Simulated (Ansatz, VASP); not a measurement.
## Pb in VASP and in Ansatz

```
Pb
1.0
     3.29672    0.00000    0.00000
     0.00000    3.29672    0.00000
     0.00000    0.00000    3.29672
Pb
1
Cartesian
  0.0000 0.0000 0.0000
```

Alike in both runs: task single point; functional RPBE; k mesh 11 × 11 × 11; occupations fermi-dirac, width 0.1 eV; no spin polarisation.

|  | VASP | Ansatz |
| --- | --- | --- |
| version | VASP 6.6.1 | Ansatz 0.2.0 |
| potentials or method | VASP PAW PBE potentials, release 64 (Pb_d), cutoff 520 eV | plane waves (420 eV) with PAW, scalar-relativistic |
| valence electrons in the cell | 14 | 14 |

```tsv
	VASP	Ansatz	Ansatz less VASP
pressure (GPa)	0.1	0.1	+0.04
```

VASP's potentials were made for PBE, not for RPBE.

Spin-orbit coupling is off throughout.
